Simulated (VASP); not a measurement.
Input of a VASP 6.6.1 run:

The input INCAR:

```
PREC = Accurate ; ENCUT = 520
EDIFF = 1E-6 ; ISMEAR = -1
SIGMA = 0.08 ; LREAL = False
LASPH = True ; NELM = 60
ALGO = Normal ; ISIF = 2
LWAVE = False ; LCHARG = False
GGA = PS ; NBANDS = 34
```

File KPOINTS:

```
Automatic mesh
0
Gamma
  4 7 6
```

POSCAR

```
Ga
1.0
    2.9000000000     -8.1300000000      0.0000000000
    1.4500000000      4.0650000000      0.0000000000
    0.0000000000      0.0000000000      3.1700000000
Ga
4
Direct
    0.4274257469      0.1436374717      0.2477104101
    0.9449546002      0.1138107995      0.2495791798
    0.0841889910      0.9052606388      0.7313886435
    0.5517297894      0.8339355936      0.7804694006
```

Potentials or basis: VASP PAW PBE potentials, release 64 (Ga_d).

Launch:

```console
$ cat potpaw_PBE.64/Ga_d/POTCAR > POTCAR
$ mpirun -np 1 vasp_std > vasp.out
```

Question: Predict the pressure.

Answer: -0.1 GPa.

Question: What does it give for the band gap on the k mesh?

Answer: Zero (bands 26 and 27 overlap by 5.12 eV).

Question: What does it give for the largest force?

Answer: 1.126 eV/Å.

Forces on the atoms (eV/Å):
```
Ga  -0.009 -0.509  0.088
Ga  -0.010  1.121 -0.106
Ga  -0.652 -0.770  0.116
Ga   0.670  0.157 -0.098
```

Caveat: the stress differs along the axes, from -3 to 2 GPa; the PAW data sets were made with another functional, which shifts forces and pressure a little.
